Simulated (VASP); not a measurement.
# TeW (F-43m) in VASP: further runs, part 2 of 2

VASP 6.6.1. Earlier steps stand in the parts before.

**4. Single point, r2SCAN, collinear spin, ferromagnetic start**

Input file POSCAR:

```
TeW
1.0
    0.0000000000      3.0241765070      3.0241765070
    3.0241765070      0.0000000000      3.0241765070
    3.0241765070      3.0241765070      0.0000000000
W Te
1 1
Direct
    0.0000000000      0.0000000000      0.0000000000
    0.2500000000      0.2500000000      0.2500000000
```

Input file INCAR.step1:

```
  PREC = Accurate
  ENCUT = 520
  ISMEAR = 0
  SIGMA = 0.1
  LREAL = False
  LASPH = True
  NELM = 150
  ISPIN = 2
  MAGMOM = 1 0
  LMAXMIX = 4
  NBANDS = 21
  GGA = PE
  ALGO = Normal
  EDIFF = 1E-4
  LWAVE = True
  LCHARG = False
```

Input file INCAR.step2:

```
  PREC = Accurate
  ENCUT = 520
  EDIFF = 1E-6
  ISMEAR = 0
  SIGMA = 0.1
  LREAL = False
  LASPH = True
  NELM = 150
  ALGO = Normal
  ISIF = 2
  LWAVE = False
  LCHARG = True
  ISPIN = 2
  MAGMOM = 1 0
  LORBIT = 11
  LMAXMIX = 4
  METAGGA = R2SCAN
  LMIXTAU = True
  LELF = True
  LVHAR = True
  NBANDS = 21
  ISTART = 1
```

Input file KPOINTS:

```
regular mesh
0
Gamma
  12 12 12
```

Potentials or basis: VASP PAW PBE potentials, release 64 (W_sv, Te).

Started as:

```
> cat potpaw_PBE.64/W_sv/POTCAR potpaw_PBE.64/Te/POTCAR > POTCAR
> cp INCAR.step1 INCAR
> mpirun -np 1 vasp_std > vasp.out
> cp INCAR.step2 INCAR
> mpirun -np 1 vasp_std > vasp.out
```

OUTCAR:

```text
PREC = Accurate
   ENCUT = 520
   EDIFF = 1E-6
   ISMEAR = 0
   LREAL = False
   LASPH = True
   NELM = 150
   ISIF = 2
   ISPIN = 2
   LORBIT = 11
   METAGGA = R2SCAN
   ISTART = 1

 ion  position               nearest neighbor table
   1  0.000  0.000  0.000-   2 2.62   2 2.62   2 2.62   2 2.62
   2  0.250  0.250  0.250-   1 2.62   1 2.62   1 2.62   1 2.62

  LATTYP: Found a face centered cubic cell.
 ALAT       =     6.0483530140

  Lattice vectors:

 A1 = (   0.0000000000,   3.0241765070,   3.0241765070)
 A2 = (   3.0241765070,   0.0000000000,   3.0241765070)
 A3 = (   3.0241765070,   3.0241765070,   0.0000000000)

Analysis of symmetry for initial positions (statically):
=====================================================================
 Subroutine PRICEL returns:
 Original cell was already a primitive cell.

 Routine SETGRP: Setting up the symmetry group for a
 face centered cubic supercell.

 Subroutine GETGRP returns: Found 24 space group operations
 (whereof 24 operations were pure point group operations)
 out of a pool of 48 trial point group operations.

The static configuration has the point symmetry T_d .

Analysis of symmetry for dynamics (positions and initial velocities):
=====================================================================
 Subroutine PRICEL returns:
 Original cell was already a primitive cell.

 Routine SETGRP: Setting up the symmetry group for a
 face centered cubic supercell.

 Subroutine GETGRP returns: Found 24 space group operations
 (whereof 24 operations were pure point group operations)
 out of a pool of 48 trial point group operations.

The dynamic configuration has the point symmetry T_d .

Analysis of structural, dynamic, and magnetic symmetry:
=====================================================================
 Subroutine PRICEL returns:
 Original cell was already a primitive cell.

 Routine SETGRP: Setting up the symmetry group for a
 face centered cubic supercell.
[... 147 lines left out ...]
  ext. energy  EPLUGINS =         0.00000000
  ---------------------------------------------------
  free energy    TOTEN  =       -73.99828500 eV

  energy without entropy =      -73.98633210  energy(sigma->0) =      -73.99230855

 E-fermi :   6.8046     XC(G=0): -10.5976

 val. band max:        6.7973183900   @ k =   0.5000   0.5000   0.0000
 cond. band min:       6.8081209285   @ k =   0.5000   0.4167   0.0000
 fundamental gap:      0.0108025385
 Fermi energy:         6.8046099440

 spin component 1

 k-point     1 :       0.0000    0.0000    0.0000
  band No.  band energies     occupation
      1     -69.4426      1.00000
      2     -33.2214      1.00000
      3     -33.2214      1.00000
      4     -33.2214      1.00000
      5      -7.0409      1.00000
      6       2.0515      1.00000
[... 565 lines left out ...]
     20      18.4565      0.00000
     21      21.2854      0.00000

 [... further k-points ...]

 spin component 2

 k-point     1 :       0.0000    0.0000    0.0000
  band No.  band energies     occupation
      1     -68.8315      1.00000
      2     -32.3346      1.00000
      3     -32.3346      1.00000
      4     -32.3346      1.00000
      5      -6.9965      1.00000
      6       2.2618      1.00000
[... 565 lines left out ...]
     20      18.9020      0.00000
     21      21.5411      0.00000

 [... further k-points ...]

------------------------ aborting loop because EDIFF is reached ----------------------------------------

  FORCE on cell =-STRESS in cart. coord.  units (eV):
  Direction    XX          YY          ZZ          XY          YZ          ZX
  --------------------------------------------------------------------------------------
  -------------------------------------------------------------------------------------
  Total        0.8347366      0.8347366      0.8347366      0.0000000      0.0000000      0.0000000
  in kB       24.1773478     24.1773478     24.1773478      0.0000000      0.0000000      0.0000000
  external PRESSURE =      24.1773478 kB  Pullay stress =       0.0000000 kB

 VOLUME and BASIS-vectors are now :
 -----------------------------------------------------------------------------
  energy-cutoff  :      520.00
  volume of cell :       55.32
      direct lattice vectors                 reciprocal lattice vectors
     0.000000000  3.024176507  3.024176507    -0.165334265  0.165334265  0.165334265
     3.024176507  0.000000000  3.024176507     0.165334265 -0.165334265  0.165334265
     3.024176507  3.024176507  0.000000000     0.165334265  0.165334265 -0.165334265

 POSITION                                       TOTAL-FORCE (eV/Angst)
 -----------------------------------------------------------------------------------
      0.00000      0.00000      0.00000         0.000000      0.000000      0.000000
      1.51209      1.51209      1.51209        -0.000000     -0.000000     -0.000000
 -----------------------------------------------------------------------------------
    total drift:                               -0.000000     -0.000000     -0.000000

  FREE ENERGIE OF THE ION-ELECTRON SYSTEM (eV)
  ---------------------------------------------------
  free  energy   TOTEN  =       -73.9982849991 eV

  energy  without entropy=      -73.9863321027  energy(sigma->0) =      -73.99230855

 total charge

# of ion       s       p       d       tot
------------------------------------------
    1        2.332   6.148   3.521  12.001
    2        1.325   2.118   0.150   3.594
--------------------------------------------------
tot          3.657   8.266   3.671  15.594

 magnetization (x)

# of ion       s       p       d       tot
------------------------------------------
    1        0.053   0.018   1.124   1.195
    2       -0.010  -0.066   0.028  -0.049
--------------------------------------------------
tot          0.043  -0.048   1.152   1.146
```

OSZICAR.step1:

```text
N       E                     dE             d eps       ncg     rms          rms(c)
DAV:   1     0.149198083232E+03    0.14920E+03   -0.90066E+03  6048   0.885E+02
DAV:   2    -0.747799107506E+01   -0.15668E+03   -0.15160E+03  6918   0.267E+02
DAV:   3    -0.132705524906E+02   -0.57926E+01   -0.57164E+01  7339   0.484E+01
DAV:   4    -0.133498676627E+02   -0.79315E-01   -0.79291E-01  6990   0.612E+00
DAV:   5    -0.133516137708E+02   -0.17461E-02   -0.17461E-02  7265   0.866E-01    0.133E+01
DAV:   6    -0.131901357717E+02    0.16148E+00   -0.85809E-01  6658   0.590E+00    0.579E+00
DAV:   7    -0.131951789177E+02   -0.50431E-02   -0.67098E-02  6738   0.154E+00    0.325E+00
DAV:   8    -0.131933345400E+02    0.18444E-02   -0.17245E-02  6658   0.825E-01    0.138E+00
DAV:   9    -0.131927808262E+02    0.55371E-03   -0.21248E-03  7224   0.277E-01    0.218E-01
DAV:  10    -0.131935056939E+02   -0.72487E-03   -0.10267E-03  6538   0.183E-01    0.117E-01
DAV:  11    -0.131935732089E+02   -0.67515E-04   -0.83711E-05  5699   0.590E-02
   1 F= -.13193573E+02 E0= -.13187503E+02  d E =-.121412E-01  mag=     1.3714
```

Wall time 2.6 min (1 thread of Intel Xeon 6975P-C (Granite Rapids), shared host); peak memory 0.31 GiB.

Results:

```
Free energy                                           : -73.9983 eV
Pressure                                              : 2.4 GPa
Net moment                                            : 1.46 μB per cell
Site moments                                          : W +1.20; Te -0.05 μB
Valence electrons inside the program's atomic spheres : W 12.00; Te 3.59
```

Levels at points of the mesh, in eV from the Fermi level:
Spin up:
| k point | band 7 | band 8 | band 9 | band 10 | band 11 | band 12 | band 13 | band 14 | band 15 | band 16 |
| --- | --- | --- | --- | --- | --- | --- | --- | --- | --- | --- |
| (0.00, 0.00, 0.00) | -4.75 | -4.75 | -1.59 | -1.59 | 1.60 | 4.57 | 4.57 | 4.57 | 5.78 | 5.78 |
| (0.50, 0.00, 0.00) | -4.51 | -4.51 | -1.20 | -1.20 | -0.72 | 1.99 | 1.99 | 3.26 | 7.73 | 7.73 |
| (0.50, 0.50, 0.00) | -3.86 | -3.86 | -1.70 | -1.58 | -1.04 | 0.29 | 0.29 | 5.77 | 5.80 | 10.15 |
Spin down:
```
           k point  band 5  band 6  band 7  band 8  band 9  band 10  band 11  band 12  band 13  band 14
(0.00, 0.00, 0.00)  -13.80   -4.54   -4.54   -4.54    0.29     0.29     2.02     4.80     4.80     4.80
(0.50, 0.00, 0.00)  -12.89   -5.96   -4.18   -4.18   -0.10     0.47     0.47     2.38     2.38     3.70
(0.50, 0.50, 0.00)  -12.57   -6.24   -3.73   -3.73   -1.35    -0.01     0.82     0.82     1.03     6.19
```

Caveat: the PAW data sets were made with another functional, which shifts forces and pressure a little; spin-orbit coupling is left out, which moves the levels of the heavy elements.
